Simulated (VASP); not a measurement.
# Cu (Cmcm) in VASP: notebook, part 2 of 2

VASP 6.6.1. The steps go on from the part before.

## (4) Single point, PBEsol (12.58 Å³/atom)

This run uses another cell than the first one, of 12.58 Å³/atom.

INCAR reads:

```
ALGO = Fast
EDIFF = 1E-7
ENCUT = 520
GGA = PS
ISIF = 2
ISMEAR = 0
LASPH = True
LCHARG = False
LREAL = False
LWAVE = False
NBANDS = 18
NELM = 100
PREC = Accurate
SIGMA = 0.15
```

KPOINTS reads:

```
k-points
0
Gamma
  22 22 20
```

POSCAR reads:

```
Cu
1.0
    1.2058562404     -4.0914501809      0.0000000000
    1.2058562404      4.0914501809      0.0000000000
    0.0000000000      0.0000000000      2.5498101083
Cu
2
Direct
    0.1338543804      0.8661456196      0.2500000000
    0.8661456196      0.1338543804      0.7500000000
```

Potentials or basis: VASP PAW PBE potentials, release 64 (Cu).

Started as:

```bash
$ cat potpaw_PBE.64/Cu/POTCAR > POTCAR
$ mpirun -np 1 vasp_std > vasp.out
```

OUTCAR:

```text
EDIFF = 1E-7
   ENCUT = 520
   GGA = PS
   ISIF = 2
   ISMEAR = 0
   LASPH = True
   LREAL = False
   NELM = 100
   PREC = Accurate

 ion  position               nearest neighbor table
   1  0.134  0.866  0.250-   2 2.53   2 2.53   2 2.59   2 2.59   2 2.59   2 2.59
   2  0.866  0.134  0.750-   1 2.53   1 2.53   1 2.59   1 2.59   1 2.59   1 2.59

  LATTYP: Found a base centered orthorhombic cell.
 ALAT       =     2.4117124808
 B/A-ratio  =     3.3929833788
 C/A-ratio  =     1.0572612318

  Lattice vectors:

 A1 = (   1.2058562404,  -4.0914501809,   0.0000000000)
 A2 = (   1.2058562404,   4.0914501809,   0.0000000000)
 A3 = (   0.0000000000,   0.0000000000,   2.5498101083)

Analysis of symmetry for initial positions (statically):
=====================================================================
 Subroutine PRICEL returns:
 Original cell was already a primitive cell.

 Routine SETGRP: Setting up the symmetry group for a
 base centered orthorhombic supercell.

 Subroutine GETGRP returns: Found  8 space group operations
 (whereof  4 operations were pure point group operations)
 out of a pool of  8 trial point group operations.

The static configuration has the point symmetry C_2h.
 The point group associated with its full space group is D_2h.

Analysis of symmetry for dynamics (positions and initial velocities):
=====================================================================
 Subroutine PRICEL returns:
 Original cell was already a primitive cell.

 Routine SETGRP: Setting up the symmetry group for a
 base centered orthorhombic supercell.

 Subroutine GETGRP returns: Found  8 space group operations
 (whereof  4 operations were pure point group operations)
 out of a pool of  8 trial point group operations.

The dynamic configuration has the point symmetry C_2h.
 The point group associated with its full space group is D_2h.

 Subroutine INISYM returns: Found  8 space group operations
 (whereof  4 operations are pure point group operations),
 and found     1 'primitive' translations

----------------------------------------------------------------------------------------

                                     Primitive cell

  volume of cell :      25.1600

  direct lattice vectors                    reciprocal lattice vectors
     1.205856240 -4.091450181  0.000000000     0.414643125 -0.122206058  0.000000000
     1.205856240  4.091450181  0.000000000     0.414643125  0.122206058  0.000000000
     0.000000000  0.000000000  2.549810108     0.000000000  0.000000000  0.392186068

  length of vectors
     4.265448846  4.265448846  2.549810108     0.432276812  0.432276812  0.392186068

  position of ions in fractional coordinates (direct lattice)
     0.133854380  0.866145620  0.250000000
     0.866145620  0.133854380  0.750000000

  ion indices of the primitive-cell ions
   primitive index   ion index
                 1           1
                 2           2

----------------------------------------------------------------------------------------

 KPOINTS: k-points

Automatic generation of k-mesh.
 Grid dimensions read from file:
 generate k-points for:   22   22   20

 Generating k-lattice:

  Cartesian coordinates                     Fractional coordinates (reciprocal lattice)
     0.018847415 -0.005554821  0.000000000     0.045454545 -0.000000000  0.000000000
     0.018847415  0.005554821  0.000000000    -0.000000000  0.045454545  0.000000000
     0.000000000  0.000000000  0.019609303     0.000000000  0.000000000  0.050000000

  Length of vectors
     0.019648946  0.019648946  0.019609303

  Shift w.r.t. Gamma in fractional coordinates (k-lattice)
     0.000000000  0.000000000  0.000000000

 Subroutine IBZKPT returns following result:
 ===========================================

 Found   1463 irreducible k-points:

 Following reciprocal coordinates:
            Coordinates               Weight
  0.000000  0.000000  0.000000      1.000000
  0.045455  0.000000  0.000000      4.000000
  0.090909  0.000000  0.000000      4.000000
  0.136364  0.000000  0.000000      4.000000
  0.181818  0.000000  0.000000      4.000000
  0.227273  0.000000  0.000000      4.000000
[... 16 lines left out ...]
  0.500000  0.045455  0.000000      4.000000
 -0.454545  0.045455  0.000000      4.000000
 [... further k-points ...]
   k-points           NKPTS =   1463   k-points in BZ     NKDIM =   1463   number of bands    NBANDS=     18
   number of dos      NEDOS =    301   number of ions     NIONS =      2
   total plane-waves  NPLWV =  20480
   dimension x,y,z NGX =    32 NGY =   32 NGZ =   20
   dimension x,y,z NGXF=    64 NGYF=   64 NGZF=   40
   ions per type =               2
   NGX,Y,Z   is equivalent  to a cutoff of  12.47, 12.47, 13.04 a.u.
   NGXF,Y,Z  is equivalent  to a cutoff of  24.94, 24.94, 26.08 a.u.
 SYSTEM =  unknown system
   PREC   = accura    normal or accurate (medium, high low for compatibility)
   ISTART =      0    job   : 0-new  1-cont  2-samecut
   ICHARG =      2    charge: 1-file 2-atom 10-const
   ISPIN  =      1    spin polarized calculation?
   LNONCOLLINEAR =      F non collinear calculations
   LSORBIT =      F    spin-orbit coupling
   LASPH  =      T    aspherical Exc in radial PAW
   ENCUT  =  520.0 eV  38.22 Ry    6.18 a.u.   7.93  7.93  4.74*2*pi/ulx,y,z
   NELM   =    100;   NELMIN=  2; NELMDL= -5     # of ELM steps
   EDIFF  = 0.1E-06   stopping-criterion for ELM
   LREAL  =      F    real-space projection
   EDIFFG = 0.1E-05   stopping-criterion for IOM
   NSW    =      0    number of steps for IOM
   IBRION =     -1    ionic relax: 0-MD 1-quasi-New 2-CG
   NFREE  =      0    steps in history (QN), initial steepest desc. (CG)
   ISIF   =      2    stress and relaxation
   ISYM   =      2    0-nonsym 1-usesym 2-fastsym
   POTIM  = 0.5000    time-step for ionic-motion
   TEBEG  =    0.0;   TEEND  =   0.0 temperature during run
   PSTRESS=    0.0 pullay stress
   NELECT =      22.0000    total number of electrons
   NUPDOWN=      -1.0000    fix difference up-down
   EMIN   =  10.00;   EMAX   =-10.00  energy-range for DOS
   EFERMI =   0.00;   METHOD = LEGACY
   ISMEAR =     0;   SIGMA  =   0.15  broadening in eV -4-tet -1-fermi 0-gaus
   EFERMI_NEDOS =   21; number of points for ismear=-14 and -15
   IALGO  =     68    algorithm
   IMIX   =      4    mixing-type and parameters
     AMIX     =   0.40;   BMIX     =  1.00
     AMIX_MAG =   1.60;   BMIX_MAG =  1.00
  volume/ion in A,a.u.               =      12.58        84.89
  Fermi-wavevector in a.u.,A,eV,Ry     =   1.565473  2.958315 33.343865  2.450705
  Thomas-Fermi vector in A             =   2.667944
   LORBIT       =      0    0 simple, 1 ext, 2 COOP (PROOUT), +10 PAW based schemes
   GGA     = PS    functional components
   LHFCALC =     F    Hartree Fock is set to
   AEXX    =    0.0000 exact exchange contribution
   IVDW    =     0    specifies the selected vdW correction
   LEPSILON=     F    determine dielectric tensor
   LRPA    =     F    only Hartree local field effects (RPA)
 non-spin polarized calculation
 RMM-DIIS sequential band-by-band and
 Gauss-broadening in eV      SIGMA  =   0.15
  energy-cutoff  :      520.00
  volume of cell :       25.16
 maximum number of plane-waves:       699
   NGX = 15   NGY = 15   NGZ =  9

 number of electron      21.9999972 magnetization

 Free energy of the ion-electron system (eV)
  ---------------------------------------------------
  ext. energy  EPLUGINS =         0.00000000
  ---------------------------------------------------
  free energy    TOTEN  =        -8.25484729 eV

  energy without entropy =       -8.24818583  energy(sigma->0) =       -8.25151656

 E-fermi :   6.5955     XC(G=0): -12.5114

 val. band max:        6.5910218717   @ k =  -0.3182   0.1364   0.1000
 cond. band min:       6.5964598291   @ k =  -0.4545   0.3636   0.4000
 fundamental gap:      0.0054379574
 Fermi energy:         6.5954929276

 k-point     1 :       0.0000    0.0000    0.0000
  band No.  band energies     occupation
      1      -2.2807      2.00000
      2       1.9360      2.00000
      3       2.5794      2.00000
      4       3.0116      2.00000
      5       3.7407      2.00000
      6       4.0298      2.00000
[... 10 lines left out ...]
     17      26.5627      0.00000
     18      28.6866      0.00000
[... 463 lines left out ...]
 k-point    24 :      -0.4545    0.0455    0.0000
  band No.  band energies     occupation
      1       1.5912      2.00000
      2       2.3252      2.00000
      3       3.1574      2.00000
      4       3.6926      2.00000
      5       3.8844      2.00000
      6       3.9788      2.00000
[... 10 lines left out ...]
     17      26.3409      0.00000
     18      27.7062      0.00000

 [... further k-points ...]
[... 5 lines left out ...]
  --------------------------------------------------------------------------------------
  -------------------------------------------------------------------------------------
  Total       -0.0610773     -1.5282957     -1.6077051      0.0000000     -0.0000000      0.0000000
  in kB       -3.8893763    -97.3211715   -102.3779282      0.0000000     -0.0000000      0.0000000
  external PRESSURE =     -67.8628253 kB  Pullay stress =       0.0000000 kB

 VOLUME and BASIS-vectors are now :
 -----------------------------------------------------------------------------
  energy-cutoff  :      520.00
  volume of cell :       25.16
      direct lattice vectors                 reciprocal lattice vectors
     1.205856240 -4.091450181  0.000000000     0.414643125 -0.122206058  0.000000000
     1.205856240  4.091450181  0.000000000     0.414643125  0.122206058  0.000000000
     0.000000000  0.000000000  2.549810108     0.000000000  0.000000000  0.392186068

 POSITION                                       TOTAL-FORCE (eV/Angst)
 -----------------------------------------------------------------------------------
      1.20586      2.99613      0.63745         0.000000      0.008644      0.000000
      1.20586     -2.99613      1.91236         0.000000     -0.008644     -0.000000
 -----------------------------------------------------------------------------------
    total drift:                               -0.000000     -0.000000      0.000000

  FREE ENERGIE OF THE ION-ELECTRON SYSTEM (eV)
  ---------------------------------------------------
  free  energy   TOTEN  =        -8.2548472896 eV

  energy  without entropy=       -8.2481858332  energy(sigma->0) =       -8.25151656
```

OSZICAR:

```text
N       E                     dE             d eps       ncg     rms          rms(c)
DAV:   1     0.122063372624E+03    0.12206E+03   -0.10494E+04 56438   0.214E+03
DAV:   2    -0.420649923450E+01   -0.12627E+03   -0.11958E+03 52794   0.285E+02
DAV:   3    -0.102216999573E+02   -0.60152E+01   -0.57940E+01 59836   0.853E+01
DAV:   4    -0.102861478116E+02   -0.64448E-01   -0.64399E-01 62428   0.945E+00
DAV:   5    -0.102870278414E+02   -0.88003E-03   -0.88000E-03 64950   0.949E-01    0.116E+01
RMM:   6    -0.915802369121E+01    0.11290E+01   -0.12917E+01 61179   0.635E+01    0.711E+00
RMM:   7    -0.826893756780E+01    0.88909E+00   -0.24400E+00 60518   0.290E+01    0.126E+00
RMM:   8    -0.825568651815E+01    0.13251E-01   -0.58342E-02 63877   0.260E+00    0.207E-01
RMM:   9    -0.825479733962E+01    0.88918E-03   -0.10998E-02 64025   0.167E+00    0.350E-02
RMM:  10    -0.825485583522E+01   -0.58496E-04   -0.20024E-03 65163   0.645E-01    0.802E-02
RMM:  11    -0.825483066333E+01    0.25172E-04   -0.80921E-04 66357   0.304E-01    0.347E-02
RMM:  12    -0.825483920327E+01   -0.85399E-05   -0.26542E-04 68530   0.253E-01    0.519E-03
RMM:  13    -0.825484968233E+01   -0.10479E-04   -0.11046E-04 73385   0.958E-02    0.168E-02
RMM:  14    -0.825484632708E+01    0.33553E-05   -0.19542E-05 62894   0.647E-02    0.374E-03
RMM:  15    -0.825484721028E+01   -0.88320E-06   -0.10291E-05 68321   0.262E-02    0.204E-03
RMM:  16    -0.825484732057E+01   -0.11029E-06   -0.84125E-07 53628   0.938E-03    0.266E-03
RMM:  17    -0.825484728964E+01    0.30931E-07   -0.11830E-07 35553   0.381E-03
   1 F= -.82548473E+01 E0= -.82515166E+01  d E =-.666146E-02
```

stdout:

```text
POSCAR found type information on POSCAR Cu
 POSCAR found :  1 types and       2 ions
 scaLAPACK will be used
[... 48 lines left out ...]
 num prob  num prob  num prob  num prob  num prob  num prob  num prob  num prob  num prob  num prob  num prob  num prob  num prob  num prob  num prob  num prob  num prob  num prob  num prob  num prob  num prob  num prob  num prob  num prob  num prob  num prob  num prob  num prob  num prob  num prob  num prob  num prob  num prob  num prob  num prob  num prob  num prob  num prob  num prob  num prob  num prob  num prob WARNING in EDDRMM: call to ZHEGV failed, returncode =   8  4     16
 num prob  num prob  num prob  num prob  num prob  num prob  num prob  num prob WARNING in EDDRMM: call to ZHEGV failed, returncode =   8  4     17
 num prob  num prob  num prob  num prob  num prob  num prob  num prob  num prob  num prob  num prob  num prob RMM:  17    -0.825484728964E+01    0.30931E-07   -0.11830E-07 35553   0.381E-03
```

Run time: 20 min. Hardware: 1 thread of AMD EPYC 7R43 (Zen 3), shared host; peak memory 0.56 GiB.

What came out:

```yaml
Free_energy: -8.2548 eV
Pressure: -6.8 GPa
Largest_force: 0.009 eV/Å
Band_gap_on_the_k_mesh: zero (bands 11 and 12 overlap by 5.62 eV)
```

Forces in eV/Å, atoms in the order of the input:
```
Cu   0.000  0.009  0.000
Cu   0.000 -0.009  0.000
```

Caveat: the stress differs along the axes, from -10 to -0 GPa; the PAW data sets were made with another functional, which shifts forces and pressure a little.

## (5) Single point, PBEsol (12.58 Å³/atom)

This run uses another cell than the first one, of 12.58 Å³/atom.

INCAR reads:

```
  ALGO = Fast
  EDIFF = 1E-6
  ENCUT = 520
  GGA = PS
  ISIF = 2
  ISMEAR = 0
  LASPH = T
  LCHARG = F
  LREAL = F
  LWAVE = F
  NBANDS = 18
  NELM = 100
  PREC = Accurate
  SIGMA = 0.15
```

KPOINTS is that of step 4.

POSCAR reads:

```
Cu
1.0
    1.2720661042     -3.9835492860      0.0000000000
    1.2720661042      3.9835492860      0.0000000000
    0.0000000000      0.0000000000      2.4825657866
Cu
2
Direct
    0.1338543804      0.8661456196      0.2500000000
    0.8661456196      0.1338543804      0.7500000000
```

Started as:

```bash
$ cat potpaw_PBE.64/Cu/POTCAR > POTCAR
$ mpirun -np 1 vasp_std > vasp.out
```

Wall time 13 min (1 thread of AMD EPYC 7R43 (Zen 3), shared host); peak memory 0.57 GiB.

The run converged. Its results:

```yaml
Free_energy: -8.2602 eV
Pressure: -6.1 GPa
Largest_force: 0.165 eV/Å
Band_gap_on_the_k_mesh: zero (bands 11 and 12 overlap by 5.36 eV)
```

Forces on the atoms (eV/Å):
```
Cu   0.000 -0.165  0.000
Cu   0.000  0.165  0.000
```

Stress tensor (GPa, compression positive):
```
-11.08   0.00   0.00
  0.00  -4.30   0.00
  0.00   0.00  -3.03
```

Levels at points of the mesh, in eV from the Fermi level:
```
           k point  band 9  band 10  band 11  band 12  band 13  band 14
(0.00, 0.00, 0.00)   -1.79    -1.65    -1.37     0.25     4.86    14.95
(0.50, 0.00, 0.00)   -1.97    -1.56    -0.63     0.88     2.27     6.39
(0.50, 0.50, 0.00)   -2.14    -1.89    -1.55    -1.48    13.78    13.80
(0.00, 0.00, 0.50)   -1.67    -1.67     0.10     0.10     8.35     8.35
(0.50, 0.00, 0.50)   -1.29    -1.29     3.48     3.48     7.16     7.16
(0.50, 0.50, 0.50)   -1.46    -1.46    -0.68    -0.68     3.75     3.75
```

Caveat: the stress differs along the axes, from -11 to -3 GPa; the PAW data sets were made with another functional, which shifts forces and pressure a little.

## (6) The runs side by side

```tsv
cell	further INCAR settings	gap on the mesh (eV)	pressure (GPa)	largest force (eV/Å)
a = 4.050, b = 4.050, c = 2.429 Å, angles 90.0, 90.0, 148.4°, 2 atoms	ALGO = Fast; EDIFF = 1e-06; NBANDS = 18	none	29.1	0.47
a = 3.893, b = 3.893, c = 2.302 Å, angles 90.0, 90.0, 143.2°, 2 atoms	ALGO = Fast; EDIFF = 1e-06; NBANDS = 18	none	31.2	0.24
a = 4.265, b = 4.265, c = 2.550 Å, angles 90.0, 90.0, 147.2°, 2 atoms	ALGO = Fast; EDIFF = 1e-07; NBANDS = 18	none	-6.8	0.01
a = 4.182, b = 4.182, c = 2.483 Å, angles 90.0, 90.0, 144.6°, 2 atoms	ALGO = Fast; EDIFF = 1e-06; NBANDS = 18	none	-6.1	0.16
```

Alike in all rows: task single point; level PBEsol; potentials or basis VASP PAW PBE potentials, release 64 (Cu); no spin polarisation; k mesh 22 × 22 × 20; cutoff (eV) 520; smearing gaussian 0.15 eV.

Caveats: the PAW data sets were made with another functional, which shifts forces and pressure a little; the stress differs along the axes, from 15 to 54 GPa (at least some runs); the stress differs along the axes, from 9 to 45 GPa (at least some runs); the stress differs along the axes, from -10 to -0 GPa (at least some runs); the stress differs along the axes, from -11 to -3 GPa (at least some runs).

Absolute energies hang on the potentials; compare differences alone.
